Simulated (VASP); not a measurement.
# Cr (Pm-3m) in VASP: relaxation of cell and atoms with LDA

Aim: the relaxation of cell and atoms of Cr with LDA.

Everything below comes from runs of VASP 6.6.1. Logs are shortened: lines on timing, memory, paths and dates and some standing lists are left out, and cuts for length are marked.

## Step 1: The cell of the first run

It takes space group Pm-3m (No. 221, cubic). The conventional cell has a = 2.294 Å, b = 2.294 Å, c = 2.294 Å, α = 90.00°, β = 90.00°, γ = 90.00°. Cr (site symmetry m-3m) has 6 Cr at 2.29 Å within 3.0 Å.

This isn't the form of Cr at room conditions, which is bcc.

## Step 2: Relaxation of cell and atoms, LDA, collinear spin, ferromagnetic start, target pressure -3.5 GPa, at which the enthalpy is minimised

INCAR

```
SYSTEM = Cr
ALGO = Normal
EDIFF = 1E-6
EDIFFG = -0.005
ENCUT = 600
IBRION = 2
ISIF = 3
ISMEAR = -1
ISPIN = 2
LASPH = .True.
LCHARG = .False.
LMAXMIX = 4
LORBIT = 11
LREAL = .False.
LWAVE = .False.
MAGMOM = 2
NELM = 150
NSW = 32
PREC = Accurate
PSTRESS = -35.0
SIGMA = 0.05
```

KPOINTS

```
k-points
0
Gamma
  17 17 17
  0 0 0
```

POSCAR

```
Cr
1.0
    2.2944958004      0.0000000000      0.0000000000
    0.0000000000      2.2944958004      0.0000000000
    0.0000000000      0.0000000000      2.2944958004
Cr
1
Direct
    0.0000000000      0.0000000000      0.0000000000
```

Potentials or basis: VASP PAW LDA potentials, release 64 (Cr_pv).

Launch:

```console
cat potpaw_LDA.64/Cr_pv/POTCAR > POTCAR
mpirun -np 1 vasp_std > vasp.out
```

OUTCAR:

```text
SYSTEM = Cr
   EDIFF = 1E-6
   EDIFFG = -0.005
   ENCUT = 600
   IBRION = 2
   ISIF = 3
   ISMEAR = -1
   ISPIN = 2
   LASPH = .True.
   LORBIT = 11
   LREAL = .False.
   NELM = 150
   NSW = 32
   PREC = Accurate
   PSTRESS = -35.0

 ion  position               nearest neighbor table
   1  0.000  0.000  0.000-

  LATTYP: Found a simple cubic cell.
 ALAT       =     2.2944958004

  Lattice vectors:

 A1 = (   2.2944958004,   0.0000000000,   0.0000000000)
 A2 = (   0.0000000000,   2.2944958004,   0.0000000000)
 A3 = (   0.0000000000,   0.0000000000,   2.2944958004)

Analysis of symmetry for initial positions (statically):
=====================================================================
 Subroutine PRICEL returns:
 Original cell was already a primitive cell.

 Routine SETGRP: Setting up the symmetry group for a
 simple cubic supercell.

 Subroutine GETGRP returns: Found 48 space group operations
 (whereof 48 operations were pure point group operations)
 out of a pool of 48 trial point group operations.

The static configuration has the point symmetry O_h .

Analysis of symmetry for dynamics (positions and initial velocities):
=====================================================================
 Subroutine PRICEL returns:
 Original cell was already a primitive cell.

 Routine SETGRP: Setting up the symmetry group for a
 simple cubic supercell.

 Subroutine GETGRP returns: Found 48 space group operations
 (whereof 48 operations were pure point group operations)
 out of a pool of 48 trial point group operations.

The dynamic configuration has the point symmetry O_h .

Analysis of structural, dynamic, and magnetic symmetry:
=====================================================================
 Subroutine PRICEL returns:
 Original cell was already a primitive cell.

 Routine SETGRP: Setting up the symmetry group for a
 simple cubic supercell.

 Subroutine GETGRP returns: Found 48 space group operations
 (whereof 48 operations were pure point group operations)
 out of a pool of 48 trial point group operations.

The overall configuration has the point symmetry O_h .

 Subroutine INISYM returns: Found 48 space group operations
 (whereof 48 operations are pure point group operations),
 and found     1 'primitive' translations

----------------------------------------------------------------------------------------

                                     Primitive cell

  volume of cell :      12.0799

  direct lattice vectors                    reciprocal lattice vectors
     2.294495800  0.000000000  0.000000000     0.435825596  0.000000000  0.000000000
     0.000000000  2.294495800  0.000000000     0.000000000  0.435825596  0.000000000
     0.000000000  0.000000000  2.294495800     0.000000000  0.000000000  0.435825596

  length of vectors
     2.294495800  2.294495800  2.294495800     0.435825596  0.435825596  0.435825596

  position of ions in fractional coordinates (direct lattice)
     0.000000000  0.000000000  0.000000000

  ion indices of the primitive-cell ions
   primitive index   ion index
                 1           1

----------------------------------------------------------------------------------------

 KPOINTS: k-points

Automatic generation of k-mesh.
 Grid dimensions read from file:
 generate k-points for:   17   17   17

 Generating k-lattice:

  Cartesian coordinates                     Fractional coordinates (reciprocal lattice)
     0.025636800  0.000000000  0.000000000     0.058823529  0.000000000  0.000000000
     0.000000000  0.025636800  0.000000000     0.000000000  0.058823529  0.000000000
     0.000000000  0.000000000  0.025636800     0.000000000  0.000000000  0.058823529

  Length of vectors
     0.025636800  0.025636800  0.025636800

  Shift w.r.t. Gamma in fractional coordinates (k-lattice)
     0.000000000  0.000000000  0.000000000

 Subroutine IBZKPT returns following result:
 ===========================================

 Found    165 irreducible k-points:

 Following reciprocal coordinates:
            Coordinates               Weight
  0.000000  0.000000  0.000000      1.000000
  0.058824  0.000000  0.000000      6.000000
  0.117647  0.000000  0.000000      6.000000
  0.176471  0.000000  0.000000      6.000000
  0.235294  0.000000  0.000000      6.000000
  0.294118  0.000000  0.000000      6.000000
[... 16 lines left out ...]
  0.411765  0.117647  0.000000     24.000000
  0.470588  0.117647  0.000000     24.000000
 [... further k-points ...]
   k-points           NKPTS =    165   k-points in BZ     NKDIM =    165   number of bands    NBANDS=     11
   number of dos      NEDOS =    301   number of ions     NIONS =      1
   total plane-waves  NPLWV =   5832
   dimension x,y,z NGX =    18 NGY =   18 NGZ =   18
   dimension x,y,z NGXF=    36 NGYF=   36 NGZF=   36
   ions per type =               1
   NGX,Y,Z   is equivalent  to a cutoff of  13.04, 13.04, 13.04 a.u.
   NGXF,Y,Z  is equivalent  to a cutoff of  26.08, 26.08, 26.08 a.u.
 SYSTEM =  Cr
   PREC   = accura    normal or accurate (medium, high low for compatibility)
   ISTART =      0    job   : 0-new  1-cont  2-samecut
   ICHARG =      2    charge: 1-file 2-atom 10-const
   ISPIN  =      2    spin polarized calculation?
   LNONCOLLINEAR =      F non collinear calculations
   LSORBIT =      F    spin-orbit coupling
   LASPH  =      T    aspherical Exc in radial PAW
   ENCUT  =  600.0 eV  44.10 Ry    6.64 a.u.   4.58  4.58  4.58*2*pi/ulx,y,z
   NELM   =    150;   NELMIN=  2; NELMDL= -5     # of ELM steps
   EDIFF  = 0.1E-05   stopping-criterion for ELM
   LREAL  =      F    real-space projection
   EDIFFG = -.5E-02   stopping-criterion for IOM
   NSW    =     32    number of steps for IOM
   IBRION =      2    ionic relax: 0-MD 1-quasi-New 2-CG
   NFREE  =      1    steps in history (QN), initial steepest desc. (CG)
   ISIF   =      3    stress and relaxation
   ISYM   =      2    0-nonsym 1-usesym 2-fastsym
   POTIM  = 0.5000    time-step for ionic-motion
   TEBEG  =    0.0;   TEEND  =   0.0 temperature during run
   PSTRESS=  -35.0 pullay stress
   NELECT =      12.0000    total number of electrons
   NUPDOWN=      -1.0000    fix difference up-down
   EMIN   =  10.00;   EMAX   =-10.00  energy-range for DOS
   EFERMI =   0.00;   METHOD = LEGACY
   ISMEAR =    -1;   SIGMA  =   0.05  broadening in eV -4-tet -1-fermi 0-gaus
   EFERMI_NEDOS =   21; number of points for ismear=-14 and -15
   IALGO  =     38    algorithm
   IMIX   =      4    mixing-type and parameters
     AMIX     =   0.40;   BMIX     =  1.00
     AMIX_MAG =   1.60;   BMIX_MAG =  1.00
  volume/ion in A,a.u.               =      12.08        81.52
  Fermi-wavevector in a.u.,A,eV,Ry     =   1.633483  3.086835 36.303977  2.668267
  Thomas-Fermi vector in A             =   2.725281
   LORBIT       =     11    0 simple, 1 ext, 2 COOP (PROOUT), +10 PAW based schemes
   GGA     = CA    functional components
   LHFCALC =     F    Hartree Fock is set to
   AEXX    =    0.0000 exact exchange contribution
   IVDW    =     0    specifies the selected vdW correction
   LEPSILON=     F    determine dielectric tensor
   LRPA    =     F    only Hartree local field effects (RPA)
 conjugate gradient relaxation of ions
 spin polarized calculation
  energy-cutoff  :      600.00
  volume of cell :       12.08
 maximum number of plane-waves:       437
   NGX =  9   NGY =  9   NGZ =  9

--------------------------------------- Ionic step        1  -------------------------------------------

 number of electron      11.9999988 magnetization      -0.0006342

 number of electron      11.9999988 magnetization       0.0003967

 Free energy of the ion-electron system (eV)
  ---------------------------------------------------
  ext. energy  EPLUGINS =         0.00000000
  ---------------------------------------------------
  free energy    TOTEN  =        -9.60160417 eV

  energy without entropy =       -9.59162919  energy(sigma->0) =       -9.59661668

------------------------ aborting loop because EDIFF is reached ----------------------------------------

  FORCE on cell =-STRESS in cart. coord.  units (eV):
  Direction    XX          YY          ZZ          XY          YZ          ZX
  --------------------------------------------------------------------------------------
  -------------------------------------------------------------------------------------
  Total       -0.2414010     -0.2414010     -0.2414010     -0.0000000     -0.0000000      0.0000000
  in kB      -32.0175257    -32.0175257    -32.0175257     -0.0000000     -0.0000000      0.0000000
  external PRESSURE =       2.9824743 kB  Pullay stress =     -35.0000000 kB
[... 63 lines left out ...]
--------------------------------------- Ionic step        3  -------------------------------------------

 number of electron      11.9999989 magnetization      -0.0000052

 number of electron      11.9999989 magnetization       0.0000092

 Free energy of the ion-electron system (eV)
  ---------------------------------------------------
  ext. energy  EPLUGINS =         0.00000000
  ---------------------------------------------------
  free energy    TOTEN  =        -9.60126791 eV

  energy without entropy =       -9.59127867  energy(sigma->0) =       -9.59627329

 E-fermi :  10.2063     XC(G=0): -13.5975

 val. band max:       10.2032810860   @ k =   0.4118   0.2941   0.1176
 cond. band min:      10.2479034120   @ k =   0.4706   0.4118   0.1176
 fundamental gap:      0.0446223260
 Fermi energy:        10.2062533098

 spin component 1

 k-point     1 :       0.0000    0.0000    0.0000
  band No.  band energies     occupation
      1     -31.8428      1.00000
      2     -31.8428      1.00000
      3     -31.8428      1.00000
      4       2.7384      1.00000
      5       6.8122      1.00000
      6       6.8122      1.00000
      7      12.8351      0.00000
      8      12.8351      0.00000
      9      12.8352      0.00000
     10      16.0064      0.00000
     11      30.4869      0.00000
[... 309 lines left out ...]
 k-point    24 :       0.4706    0.1176    0.0000
  band No.  band energies     occupation
      1     -33.0565      1.00000
      2     -31.8901      1.00000
      3     -31.7171      1.00000
      4       7.3391      1.00000
      5       8.0125      1.00000
      6       8.4627      1.00000
      7      10.7704      0.00001
      8      11.9861      0.00000
      9      12.7567      0.00000
     10      16.0050      0.00000
     11      18.1680      0.00000

 [... further k-points ...]

 spin component 2

 k-point     1 :       0.0000    0.0000    0.0000
  band No.  band energies     occupation
      1     -31.8428      1.00000
      2     -31.8428      1.00000
      3     -31.8428      1.00000
      4       2.7384      1.00000
      5       6.8122      1.00000
      6       6.8122      1.00000
      7      12.8351      0.00000
      8      12.8351      0.00000
      9      12.8352      0.00000
     10      16.0064      0.00000
     11      30.4869      0.00000
[... 350 lines left out ...]
  FREE ENERGIE OF THE ION-ELECTRON SYSTEM (eV)
  ---------------------------------------------------
  free  energy   TOTEN  =        -9.6012679094 eV

  energy  without entropy=       -9.5912786658  energy(sigma->0) =       -9.59627329

  enthalpy is  TOTEN    =        -9.8655063046 eV   P V=       -0.2642383952

 reached required accuracy - stopping structural energy minimisation

 total charge

# of ion       s       p       d       tot
------------------------------------------
    1        0.447   6.318   4.437  11.201

 magnetization (x)

# of ion       s       p       d       tot
------------------------------------------
    1        0.000  -0.000  -0.000  -0.000
```

It took 29 s on 1 thread of Intel Xeon 6975P-C (Granite Rapids), shared host; peak memory 0.15 GiB.

What came out:

```yaml
Free_energy: -9.6013 eV
Relaxed_volume: 12.10 Å³/atom
Relaxed_cell: a = 2.296 Å, b = 2.296 Å, c = 2.296 Å, α = 90.00°, β = 90.00°, γ = 90.00°
Space_group_after_relaxing_to_0.1_Å: Pm-3m (No. 221)
Energy_change_on_relaxing_the_run_minimises_the_enthalpy: +0.3 meV/atom
Ionic_steps: 3
Pressure_after_relaxing: -3.5 GPa
Band_gap_on_the_k_mesh: zero (filled and empty bands overlap)
Net_moment: 0.00 μB per cell
Valence_electrons_inside_the_program's_atomic_spheres: Cr 11.20
```

The path:
```csv
step,energy change (eV),largest force (eV/Å),pressure (GPa),volume (Å³)
1,0.0000,0.0000,-3.20,12.08
2,0.0009,0.0000,-3.93,12.12
3,0.0003,0.0000,-3.49,12.10
```

Final structure:
```
Cr
1.0
     2.29551    0.00000    0.00000
     0.00000    2.29551    0.00000
     0.00000    0.00000    2.29551
Cr
1
Direct
  0.00000 0.00000 0.00000
```

Caveat: the cell is relaxed towards a set pressure, so the run minimises the enthalpy, not the energy; an empty level that is flat over the whole mesh can mark a ghost state of the potentials, or a narrow d or f band; the moments typed at the start vanished in this run.

The gap in the log of VASP goes by the Fermi energy; the results here count the filled bands.